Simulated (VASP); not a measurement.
**ZnS: single point with r2SCAN**

ZnS:

```
Zn S
1.0
     3.88464    0.00000    0.00000
    -1.94232    3.36420    0.00000
     0.00000    0.00000   25.39760
Zn S
8 8
Direct
  0.00000 0.00000 0.00003
  0.00000 0.00000 0.50003
  0.33333 0.66667 0.12494
  0.66667 0.33333 0.62494
  0.33333 0.66667 0.37515
  0.66667 0.33333 0.87515
  0.33333 0.66667 0.75004
  0.66667 0.33333 0.25004
  0.00000 0.00000 0.09373
  0.00000 0.00000 0.59373
  0.33333 0.66667 0.21862
  0.66667 0.33333 0.71862
  0.33333 0.66667 0.46881
  0.66667 0.33333 0.96881
  0.33333 0.66667 0.84388
  0.66667 0.33333 0.34388
```

| Property | Result |
| --- | --- |
| Program | VASP 6.6.1 |
| Task | single point |
| Functional | r2SCAN |
| Potentials or basis | VASP PAW PBE potentials, release 64 (Zn, S) |
| Cutoff | 520 eV |
| k mesh | 6 × 6 × 1 |
| Occupations | gaussian, width 0.02 eV |
| Spin | no spin polarisation |
| Dipole correction | no |
| Further INCAR settings | LREAL = Auto; ALGO = Normal; EDIFF = 1e-07; NBANDS = 86 |

```yaml
Pressure: -4.0 GPa
Largest_force: 0.015 eV/Å
Band_gap_on_the_k_mesh: 2.46 eV
```

Forces in eV/Å, atoms in the order of the input:
```
Zn   0.000  0.000 -0.011
Zn   0.000  0.000 -0.011
Zn   0.000  0.000 -0.009
Zn   0.000  0.000 -0.009
Zn   0.000  0.000 -0.015
Zn   0.000  0.000 -0.015
Zn   0.000  0.000 -0.013
Zn   0.000  0.000 -0.013
S    0.000  0.000  0.009
S    0.000  0.000  0.009
S    0.000  0.000  0.009
S    0.000  0.000  0.009
S    0.000  0.000  0.014
S    0.000  0.000  0.014
S    0.000  0.000  0.015
S    0.000  0.000  0.015
```

Levels at points of the mesh, in eV from the valence-band top:
```csv
k point,band 70,band 71,band 72,band 73,band 74,band 75
"(0.00, 0.00, 0.00)",-0.02,0.00,0.00,2.46,3.23,3.31
"(0.50, 0.00, 0.00)",-1.03,-0.95,-0.82,3.72,3.78,4.10
```

Wall time 20 min on 1 thread of AMD EPYC 7R13 Processor (Zen 3), with other jobs on the host, peak memory 0.5 GiB.

Caveat: the cell stands under tension; the PAW data sets were made with another functional, which shifts forces and pressure a little.
